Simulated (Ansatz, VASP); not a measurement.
# InPd: VASP beside Ansatz

POSCAR

```
InPd
1.0
    3.2718847800      0.0000000000      0.0000000000
    0.0000000000      3.2718847800      0.0000000000
    0.0000000000      0.0000000000      3.2718847800
In Pd
1 1
Direct
    0.0000000000      0.0000000000      0.0000000000
    0.5441145019      0.5441145019      0.5441145019
```

INCAR.step1

```
SYSTEM = InPd
PREC = Accurate
ENCUT = 520
ISMEAR = 0
SIGMA = 0.15
LREAL = .FALSE.
LASPH = .TRUE.
NELM = 100
NBANDS = 18
GGA = PE
ALGO = Normal
EDIFF = 1E-4
LWAVE = .TRUE.
LCHARG = .FALSE.
```

INCAR.step2

```
SYSTEM = InPd
PREC = Accurate
ENCUT = 520
EDIFF = 1E-6
ISMEAR = 0
SIGMA = 0.15
LREAL = .FALSE.
LASPH = .TRUE.
NELM = 100
ALGO = Normal
ISIF = 2
LWAVE = .FALSE.
LCHARG = .FALSE.
METAGGA = R2SCAN
LMIXTAU = .TRUE.
NBANDS = 18
ISTART = 1
```

Contents of KPOINTS:

```
Automatic mesh
0
G
  14 14 14
  0 0 0
```

Input for Ansatz:

```yaml
crystal:
  lattice:
    - [3.27188478, 0.0, 0.0]
    - [0.0, 3.27188478, 0.0]
    - [0.0, 0.0, 3.27188478]
  atoms:
    - { symbol: In, position: [0.0, 0.0, 0.0] }
    - { symbol: Pd, position: [0.5441145019, 0.5441145019, 0.5441145019] }
basis:
  ecutwfc: 500
kpoints:
  mp_grid: { grid: [14, 14, 14] }
hamiltonian:
  xc: r2scan
scf:
  occupations: { method: gaussian, width: 0.15 }
output:
  forces: true
  stress: true
  eigenvalues: true
```

Change from the starting cell: all Pd atoms moved -0.250 Å, as atom 2 towards its neighbour atom 1 (In) at 2.834 Å.

Alike in both runs: task single point; functional r2SCAN; k mesh 14 × 14 × 14; occupations gaussian, width 0.15 eV; no spin polarisation.

|  | VASP | Ansatz |
| --- | --- | --- |
| version | VASP 6.6.1 | Ansatz 0.2.0 |
| potentials or method | VASP PAW PBE potentials, release 64 (In_d, Pd), cutoff 520 eV | scalar-relativistic, plane waves, PAW |
| valence electrons in the cell | 23 | 31 |

VASP gave:

- gap on the k mesh at the Fermi level (eV): none
- pressure (GPa): 3.3
- traceless stress, the component that is largest in VASP (GPa): 2.25
- rms of the force components (eV/Å): 0.711

Estimate Ansatz's values.

gap on the k mesh at the Fermi level (eV): none; pressure (GPa): 2.6; traceless stress, the component that is largest in VASP (GPa): 2.19; rms of the force components (eV/Å): 0.684.

VASP's potentials were made for PBE, not for r2SCAN. Atom by atom the forces differ by 0.027 eV/Å (rms over components). A gap of «none» marks a metal or a gap that the smearing closes. VASP's potentials hold 23 valence electrons a cell and Ansatz's 31, so a difference there can come from the potentials and not from the codes.
